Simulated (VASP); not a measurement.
# Pt (Fm-3m) in VASP: further runs, part 2 of 2

VASP 6.6.1.

### 4 Single point, PBEsol

This run uses another cell than the first one, of 15.08 Å³/atom.

Input file INCAR:

```
PREC = Accurate ; ENCUT = 520
EDIFF = 1E-6 ; ISMEAR = -1
SIGMA = 0.15 ; LREAL = F
LASPH = T ; NELM = 100
ALGO = Fast ; ISIF = 2
LWAVE = F ; LCHARG = T
GGA = PS ; LELF = T
LVHAR = T ; NBANDS = 11
```

Input file KPOINTS:

```
regular mesh
0
Gamma
  18 18 18
```

Input file POSCAR:

```
Pt
1.0
    0.0000000000      1.9608286617      1.9608286617
    1.9608286617      0.0000000000      1.9608286617
    1.9608286617      1.9608286617      0.0000000000
Pt
1
Direct
    0.0000000000      0.0000000000      0.0000000000
```

Potentials or basis: VASP PAW PBE potentials, release 64 (Pt).

Command:

```bash
$ cat potpaw_PBE.64/Pt/POTCAR > POTCAR
$ mpirun -np 1 vasp_std > vasp.out
```

OUTCAR:

```text
PREC = Accurate
   ENCUT = 520
   EDIFF = 1E-6
   ISMEAR = -1
   LREAL = F
   LASPH = T
   NELM = 100
   ISIF = 2
   GGA = PS

 ion  position               nearest neighbor table
   1  0.000  0.000  0.000-

  LATTYP: Found a face centered cubic cell.
 ALAT       =     3.9216573234

  Lattice vectors:

 A1 = (   0.0000000000,   1.9608286617,   1.9608286617)
 A2 = (   1.9608286617,   0.0000000000,   1.9608286617)
 A3 = (   1.9608286617,   1.9608286617,   0.0000000000)

Analysis of symmetry for initial positions (statically):
=====================================================================
 Subroutine PRICEL returns:
 Original cell was already a primitive cell.

 Routine SETGRP: Setting up the symmetry group for a
 face centered cubic supercell.

 Subroutine GETGRP returns: Found 48 space group operations
 (whereof 48 operations were pure point group operations)
 out of a pool of 48 trial point group operations.

The static configuration has the point symmetry O_h .

Analysis of symmetry for dynamics (positions and initial velocities):
=====================================================================
 Subroutine PRICEL returns:
[... 166 lines left out ...]
      2       7.2957      2.00000
      3       7.2957      2.00000
      4       7.2957      2.00000
      5       9.4725      1.99997
      6       9.4725      1.99997
      7      25.7255      0.00000
      8      30.6807      0.00000
      9      30.6807      0.00000
     10      30.6807      0.00000
     11      35.9792      0.00000
[... 309 lines left out ...]
 k-point    24 :      -0.2222    0.0556    0.0000
  band No.  band energies     occupation
      1       2.8534      2.00000
      2       6.7935      2.00000
      3       7.6902      2.00000
      4       7.7591      2.00000
      5       9.2731      1.99999
      6       9.9569      1.99915
      7      24.7423      0.00000
      8      27.6315      0.00000
      9      32.1290      0.00000
     10      33.5476      0.00000
     11      34.8017      0.00000

 [... further k-points ...]

------------------------ aborting loop because EDIFF is reached ----------------------------------------

  FORCE on cell =-STRESS in cart. coord.  units (eV):
  Direction    XX          YY          ZZ          XY          YZ          ZX
  --------------------------------------------------------------------------------------
  -------------------------------------------------------------------------------------
  Total       -0.0370747     -0.0370747     -0.0370747      0.0000000      0.0000000     -0.0000000
  in kB       -3.9394792     -3.9394792     -3.9394792      0.0000000      0.0000000     -0.0000000
  external PRESSURE =      -3.9394792 kB  Pullay stress =       0.0000000 kB

 VOLUME and BASIS-vectors are now :
 -----------------------------------------------------------------------------
  energy-cutoff  :      520.00
  volume of cell :       15.08
      direct lattice vectors                 reciprocal lattice vectors
     0.000000000  1.960828662  1.960828662    -0.254994233  0.254994233  0.254994233
     1.960828662  0.000000000  1.960828662     0.254994233 -0.254994233  0.254994233
     1.960828662  1.960828662  0.000000000     0.254994233  0.254994233 -0.254994233

 POSITION                                       TOTAL-FORCE (eV/Angst)
 -----------------------------------------------------------------------------------
      0.00000      0.00000      0.00000         0.000000      0.000000      0.000000
 -----------------------------------------------------------------------------------
    total drift:                               -0.000000      0.000000     -0.000000

  FREE ENERGIE OF THE ION-ELECTRON SYSTEM (eV)
  ---------------------------------------------------
  free  energy   TOTEN  =        -7.0242456741 eV

  energy  without entropy=       -6.9130625095  energy(sigma->0) =       -6.96865409
```

OSZICAR:

```text
N       E                     dE             d eps       ncg     rms          rms(c)
DAV:   1     0.395686239651E+02    0.39569E+02   -0.53709E+03  4354   0.846E+02
DAV:   2    -0.682377679354E+01   -0.46392E+02   -0.44482E+02  4934   0.178E+02
DAV:   3    -0.747436921498E+01   -0.65059E+00   -0.64638E+00  4997   0.199E+01
DAV:   4    -0.747692368551E+01   -0.25545E-02   -0.25543E-02  4926   0.147E+00
DAV:   5    -0.747694354804E+01   -0.19863E-04   -0.19863E-04  5051   0.120E-01    0.134E+01
RMM:   6    -0.707285130674E+01    0.40409E+00   -0.40493E-01  4326   0.537E+00    0.690E+00
RMM:   7    -0.702840252895E+01    0.44449E-01   -0.77848E-02  4518   0.251E+00    0.257E+00
RMM:   8    -0.702460149463E+01    0.38010E-02   -0.91861E-03  4537   0.864E-01    0.681E-01
RMM:   9    -0.702422835749E+01    0.37314E-03   -0.10275E-03  4907   0.277E-01    0.502E-02
RMM:  10    -0.702424476901E+01   -0.16412E-04   -0.15295E-04  4956   0.947E-02    0.579E-02
RMM:  11    -0.702424621520E+01   -0.14462E-05   -0.19640E-05  5055   0.310E-02    0.206E-02
RMM:  12    -0.702424567405E+01    0.54114E-06   -0.82725E-06  4676   0.226E-02
   1 F= -.70242457E+01 E0= -.69686541E+01  d E =-.111183E+00
```

Run time: 18 s. Hardware: 1 thread of Intel Xeon 6975P-C (Granite Rapids), shared host; peak memory 0.16 GiB.

Results:

| Item | Value |
| --- | --- |
| Free energy | -7.0242 eV |
| Pressure | -0.4 GPa |
| Band gap on the k mesh | zero (bands 5 and 6 overlap by 2.23 eV) |

Caveat: the PAW data sets were made with another functional, which shifts forces and pressure a little; spin-orbit coupling is left out, which moves the levels of the heavy elements.

### 5 Relaxation of cell and atoms, PBEsol

This run uses another cell than the first one, of 15.03 Å³/atom.

Input file INCAR:

```
SYSTEM = Pt
ALGO = Normal
EDIFF = 1E-6
EDIFFG = -0.001
ENCUT = 600
GGA = PS
IBRION = 2
ISIF = 3
ISMEAR = -1
LASPH = .TRUE.
LCHARG = .FALSE.
LREAL = .FALSE.
LWAVE = .FALSE.
NELM = 60
NSW = 80
PREC = Accurate
SIGMA = 0.15
```

Input file KPOINTS:

```
k-points
0
G
  18 18 18
  0 0 0
```

Input file POSCAR:

```
Pt
1.0
    0.0000000000      1.9589238155      1.9589238155
    1.9589238155      0.0000000000      1.9589238155
    1.9589238155      1.9589238155      0.0000000000
Pt
1
Direct
    0.0000000000      0.0000000000      0.0000000000
```

Potentials or basis: VASP PAW PBE potentials, release 64 (Pt).

Command:

```bash
$ cat potpaw_PBE.64/Pt/POTCAR > POTCAR
$ mpirun -np 1 vasp_std > vasp.out
```

OUTCAR:

```text
SYSTEM = Pt
   EDIFF = 1E-6
   EDIFFG = -0.001
   ENCUT = 600
   GGA = PS
   IBRION = 2
   ISIF = 3
   ISMEAR = -1
   LASPH = .TRUE.
   LREAL = .FALSE.
   NELM = 60
   NSW = 80
   PREC = Accurate

 ion  position               nearest neighbor table
   1  0.000  0.000  0.000-

  LATTYP: Found a face centered cubic cell.
 ALAT       =     3.9178476310

  Lattice vectors:

 A1 = (   0.0000000000,   1.9589238155,   1.9589238155)
 A2 = (   1.9589238155,   0.0000000000,   1.9589238155)
 A3 = (   1.9589238155,   1.9589238155,   0.0000000000)

Analysis of symmetry for initial positions (statically):
=====================================================================
 Subroutine PRICEL returns:
 Original cell was already a primitive cell.

 Routine SETGRP: Setting up the symmetry group for a
 face centered cubic supercell.

 Subroutine GETGRP returns: Found 48 space group operations
 (whereof 48 operations were pure point group operations)
 out of a pool of 48 trial point group operations.

The static configuration has the point symmetry O_h .

Analysis of symmetry for dynamics (positions and initial velocities):
=====================================================================
 Subroutine PRICEL returns:
 Original cell was already a primitive cell.

 Routine SETGRP: Setting up the symmetry group for a
 face centered cubic supercell.

 Subroutine GETGRP returns: Found 48 space group operations
 (whereof 48 operations were pure point group operations)
 out of a pool of 48 trial point group operations.

The dynamic configuration has the point symmetry O_h .

 Subroutine INISYM returns: Found 48 space group operations
 (whereof 48 operations are pure point group operations),
 and found     1 'primitive' translations

----------------------------------------------------------------------------------------

                                     Primitive cell

[... 125 lines left out ...]
   NGX = 11   NGY = 11   NGZ = 11

--------------------------------------- Ionic step        1  -------------------------------------------

 number of electron      10.0000000 magnetization

 Free energy of the ion-electron system (eV)
  ---------------------------------------------------
  ext. energy  EPLUGINS =         0.00000000
  ---------------------------------------------------
  free energy    TOTEN  =        -7.02422794 eV

  energy without entropy =       -6.91341197  energy(sigma->0) =       -6.96881995

------------------------ aborting loop because EDIFF is reached ----------------------------------------

  FORCE on cell =-STRESS in cart. coord.  units (eV):
  Direction    XX          YY          ZZ          XY          YZ          ZX
  --------------------------------------------------------------------------------------
  -------------------------------------------------------------------------------------
  Total        0.0505962      0.0505962      0.0505962      0.0000000     -0.0000000      0.0000000
  in kB        5.3919529      5.3919529      5.3919529      0.0000000     -0.0000000      0.0000000
  external PRESSURE =       5.3919529 kB  Pullay stress =       0.0000000 kB
[... 57 lines left out ...]
--------------------------------------- Ionic step        3  -------------------------------------------

 number of electron      10.0000000 magnetization

 Free energy of the ion-electron system (eV)
  ---------------------------------------------------
  ext. energy  EPLUGINS =         0.00000000
  ---------------------------------------------------
  free energy    TOTEN  =        -7.02427312 eV

  energy without entropy =       -6.91322958  energy(sigma->0) =       -6.96875135

 E-fermi :  11.1427     XC(G=0): -13.6358

 val. band max:       11.1397163170   @ k =   0.5000   0.5000   0.0000
 cond. band min:      11.1469516873   @ k =  -0.4444   0.2778   0.0556
 fundamental gap:      0.0072353703
 Fermi energy:        11.1427493199

 k-point     1 :       0.0000    0.0000    0.0000
  band No.  band energies     occupation
      1       0.8109      2.00000
      2       7.3101      2.00000
      3       7.3101      2.00000
      4       7.3101      2.00000
      5       9.4909      1.99997
      6       9.4909      1.99997
      7      25.7438      0.00000
      8      30.7052      0.00000
      9      30.7052      0.00000
[... 265 lines left out ...]
 k-point    24 :      -0.2222    0.0556    0.0000
  band No.  band energies     occupation
      1       2.8640      2.00000
      2       6.8070      2.00000
      3       7.7051      2.00000
      4       7.7741      2.00000
      5       9.2908      1.99999
      6       9.9760      1.99916
      7      24.7697      0.00000
      8      27.6553      0.00000
      9      32.1620      0.00000

 [... further k-points ...]

------------------------ aborting loop because EDIFF is reached ----------------------------------------

  FORCE on cell =-STRESS in cart. coord.  units (eV):
  Direction    XX          YY          ZZ          XY          YZ          ZX
  --------------------------------------------------------------------------------------
  -------------------------------------------------------------------------------------
  Total        0.0001692      0.0001692      0.0001692     -0.0000000      0.0000000      0.0000000
  in kB        0.0179956      0.0179956      0.0179956     -0.0000000      0.0000000      0.0000000
  external PRESSURE =       0.0179956 kB  Pullay stress =       0.0000000 kB
[... 16 lines left out ...]
  FREE ENERGIE OF THE ION-ELECTRON SYSTEM (eV)
  ---------------------------------------------------
  free  energy   TOTEN  =        -7.0242731206 eV

  energy  without entropy=       -6.9132295763  energy(sigma->0) =       -6.96875135

 reached required accuracy - stopping structural energy minimisation
```

Run time: 23 s. Hardware: 1 thread of Intel Xeon 6975P-C (Granite Rapids), shared host; peak memory 0.17 GiB.

Results:

| Quantity | Value |
| --- | --- |
| Free energy | -7.0243 eV |
| Relaxed volume | 15.06 Å³/atom |
| Relaxed cell | a = 2.772 Å, b = 2.772 Å, c = 2.772 Å, α = 60.00°, β = 60.00°, γ = 60.00° |
| Space group after relaxing (to 0.1 Å) | Fm-3m (No. 225) |
| Energy gained by relaxing | 0.0 meV/atom |
| Ionic steps | 3 |
| Pressure after relaxing | 0.0 GPa |
| Band gap on the k mesh | zero (bands 5 and 6 overlap by 2.24 eV) |

Final structure:
```xyz
1
Lattice="0.0000 1.9601 1.9601 1.9601 0.0000 1.9601 1.9601 1.9601 0.0000" Properties=species:S:1:pos:R:3 pbc="T T T"
Pt    0.0000    0.0000    0.0000
```

Levels at points of the mesh, in eV from the Fermi level:
```
           k point  band 1  band 2  band 3  band 4  band 5  band 6  band 7  band 8  band 9
(0.00, 0.00, 0.00)  -10.33   -3.83   -3.83   -3.83   -1.65   -1.65   14.60   19.56   19.56
(0.50, 0.00, 0.00)   -7.40   -3.89   -3.89   -0.58    0.02    0.02    5.79   14.15   18.93
(0.50, 0.50, 0.00)   -7.15   -6.68    0.00    0.48    0.48    1.69    8.82   11.32   11.32
```

Caveat: the PAW data sets were made with another functional, which shifts forces and pressure a little; spin-orbit coupling is left out, which moves the levels of the heavy elements.

### 6 Relaxation of cell and atoms, PBEsol

Input file INCAR:

```
ALGO     = Normal         # electronic algorithm
EDIFF    = 1E-6           # SCF threshold, eV
EDIFFG   = -0.002         # ionic threshold
ENCUT    = 600            # plane-wave cutoff, eV
GGA      = PS             # functional
IBRION   = 2              # ionic algorithm
ISIF     = 3              # what is computed and relaxed
ISMEAR   = 0              # smearing method
LASPH    = True           # aspherical terms in the spheres
LCHARG   = False          # write CHGCAR
LREAL    = False          # projectors in reciprocal space
LWAVE    = False          # write WAVECAR
NELM     = 80             # most SCF steps
NSW      = 100            # ionic steps
PREC     = Accurate       # precision mode
SIGMA    = 0.1            # smearing width, eV
```

Input file KPOINTS:

```
k-points
0
Gamma
  18 18 18
```

Input file POSCAR:

```
Pt
1.0
    0.0000000000      1.9715751800      1.9715751800
    1.9715751800      0.0000000000      1.9715751800
    1.9715751800      1.9715751800      0.0000000000
Pt
1
Direct
    0.0000000000      0.0000000000      0.0000000000
```

Potentials or basis: VASP PAW PBE potentials, release 64 (Pt).

Command:

```bash
$ cat potpaw_PBE.64/Pt/POTCAR > POTCAR
$ mpirun -np 1 vasp_std > vasp.out
```

It took 21 s on 1 thread of Intel Xeon 6975P-C (Granite Rapids), shared host; peak memory 0.17 GiB.

It converged, with:

* Free energy: -6.9656 eV
* Relaxed volume: 15.02 Å³/atom
* Relaxed cell: a = 2.769 Å, b = 2.769 Å, c = 2.769 Å, α = 60.00°, β = 60.00°, γ = 60.00°
* Space group after relaxing (to 0.1 Å): Fm-3m (No. 225)
* Energy gained by relaxing: 5.5 meV/atom
* Ionic steps: 4
* Pressure after relaxing: 0.0 GPa
* Band gap on the k mesh: zero (bands 5 and 6 overlap by 2.25 eV)

The path:
```
step  energy change (eV)  largest force (eV/Å)  pressure (GPa)  volume (Å³)
   1              0.0000                0.0000           -5.55        15.33
   2              0.0425                0.0000           19.48        14.18
   3             -0.0055                0.0000           -0.13        15.03
   4             -0.0055                0.0000           -0.01        15.02
```

Final structure:
```
Pt
1.0
     0.00000    1.95831    1.95831
     1.95831    0.00000    1.95831
     1.95831    1.95831    0.00000
Pt
1
Direct
  0.00000 0.00000 0.00000
```

Levels at points of the mesh, in eV from the Fermi level:
```tsv
k point	band 1	band 2	band 3	band 4	band 5	band 6	band 7	band 8	band 9
(0.00, 0.00, 0.00)	-10.34	-3.83	-3.83	-3.83	-1.64	-1.64	14.61	19.59	19.59
(0.50, 0.00, 0.00)	-7.42	-3.89	-3.89	-0.57	0.04	0.04	5.83	14.17	18.97
(0.50, 0.50, 0.00)	-7.16	-6.69	0.02	0.49	0.49	1.70	8.87	11.35	11.35
```

Caveat: the PAW data sets were made with another functional, which shifts forces and pressure a little; spin-orbit coupling is left out, which moves the levels of the heavy elements.

### 7 Summary

| task | cell | k mesh | cutoff (eV) | smearing | gap on the mesh (eV) | pressure (GPa) | relaxed volume (Å³/atom) |
| --- | --- | --- | --- | --- | --- | --- | --- |
| single point | a = 2.788 Å, angles 60.0°, 1 atom | 8 × 8 × 8 | 520 | gaussian 0.1 eV | none | -6.3 | - |
| single point | a = 2.770 Å, angles 60.0°, 1 atom | 18 × 18 × 18 | 520 | gaussian 0.1 eV | none | -0.4 | - |
| single point | a = 2.773 Å, angles 60.0°, 1 atom | 18 × 18 × 18 | 520 | fermi-dirac 0.15 eV | none | -0.4 | - |
| relaxation of cell and atoms | relaxed from a = 2.770 Å, angles 60.0°, 1 atom | 18 × 18 × 18 | 600 | fermi-dirac 0.15 eV | none | 0.0 | 15.06 |
| relaxation of cell and atoms | relaxed from a = 2.788 Å, angles 60.0°, 1 atom | 18 × 18 × 18 | 600 | gaussian 0.1 eV | none | 0.0 | 15.02 |

Alike in all rows: level PBEsol; potentials or basis VASP PAW PBE potentials, release 64 (Pt); no spin polarisation.

Caveats: the PAW data sets were made with another functional, which shifts forces and pressure a little; spin-orbit coupling is left out, which moves the levels of the heavy elements; the cell stands under tension (at least some runs).

Total energies depend on the potentials used, so only differences within one code and one set of settings carry meaning.
